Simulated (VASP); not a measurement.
Set up this calculation in VASP 6.6.1, as the native input.

```
Task                   : single point
Functional             : LDA
Potentials or basis    : VASP PAW LDA potentials, release 64 (Na_pv, S)
Cutoff                 : 500 eV
k mesh                 : 8 × 8 × 8
Occupations            : gaussian, width 0.02 eV
Spin                   : no spin polarisation
Dipole correction      : no
Further INCAR settings : ALGO = Normal; EDIFF = 1e-06; NBANDS = 17
```

The structure of Na2S lies in POSCAR:

```
Na2S
1.0
    0.0000000000      3.1920045386      3.1920045386
    3.1920045386      0.0000000000      3.1920045386
    3.1920045386      3.1920045386      0.0000000000
Na S
2 1
Direct
    0.2500000000      0.2500000000      0.2500000000
    0.7500000000      0.7500000000      0.7500000000
    0.0000000000      0.0000000000      0.0000000000
```

These files were run (other wordings do the same):

INCAR

```
PREC     = Accurate       # precision mode
ENCUT    = 500            # plane-wave cutoff, eV
EDIFF    = 1E-6           # SCF threshold, eV
ISMEAR   = 0              # smearing method
SIGMA    = 0.02           # smearing width, eV
LREAL    = False          # projectors in reciprocal space
LASPH    = True           # aspherical terms in the spheres
NELM     = 120            # most SCF steps
ALGO     = Normal         # electronic algorithm
ISIF     = 2              # what is computed and relaxed
LWAVE    = False          # write WAVECAR
LCHARG   = True           # write CHGCAR
GGA      = CA             # functional
LELF     = True           # ELF
LVHAR    = True         
NBANDS   = 17             # bands
GGA_COMPAT= False
```

KPOINTS

```
regular mesh
0
Gamma
  8 8 8
```

Potentials or basis: VASP PAW LDA potentials, release 64 (Na_pv, S).

Run with:

```console
$ cat potpaw_LDA.64/Na_pv/POTCAR potpaw_LDA.64/S/POTCAR > POTCAR
$ mpirun -np 1 vasp_std > vasp.out
```

It gave:

```
Pressure               : 0.0 GPa
Band gap on the k mesh : 2.49 eV, direct
```

Wall time 59 s on 1 thread of Intel Xeon 8259CL (shared host), peak memory 0.17 GiB.
